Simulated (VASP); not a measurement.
## Ag: electric field gradients with LDA

Crystal: Ag.

```xyz
1
Lattice="0.0000 2.0431 2.1044 2.0431 0.0000 2.1044 2.0431 2.0431 0.0000" Properties=species:S:1:pos:R:3 pbc="T T T"
Ag    0.0000    0.0000    0.0000
```

This cell differs from its parent crystal: zz strain of +3 %.

```json
{
 "Program": "VASP 6.6.1",
 "Task": "electric field gradients",
 "Functional": "LDA",
 "Potentials or basis": "VASP PAW LDA potentials, release 64 (Ag)",
 "Cutoff": "520 eV",
 "k mesh": "15 × 15 × 15",
 "Occupations": "fermi-dirac, width 0.05 eV",
 "Spin": "no spin polarisation",
 "Dipole correction": "no",
 "Further INCAR settings": "ALGO = Normal; EDIFF = 1e-08; NBANDS = 12"
}
```

```yaml
Pressure: -9.8 GPa
```

Stress tensor (GPa, compression positive):
```
 -9.61   0.00   0.00
  0.00  -9.61   0.00
  0.00   0.00 -10.12
```

Levels at points of the mesh, in eV from the Fermi level:
```csv
k point,band 2,band 3,band 4,band 5,band 6,band 7,band 8,band 9,band 10,band 11
"(0.00, 0.00, 0.00)",-4.90,-4.71,-4.71,-3.87,-3.68,15.86,18.95,19.28,19.28,24.12
```

It took 24 s on 1 thread of Intel(R) Xeon(R) Platinum 8488C (Sapphire Rapids), with other jobs on the host, peak memory 0.17 GiB.

Caveat: the cell differs from its parent crystal (zz strain of +3 %); without QUAD_EFG the Cq values of the log hold for a quadrupole moment of 1 mb, not for the nuclei.
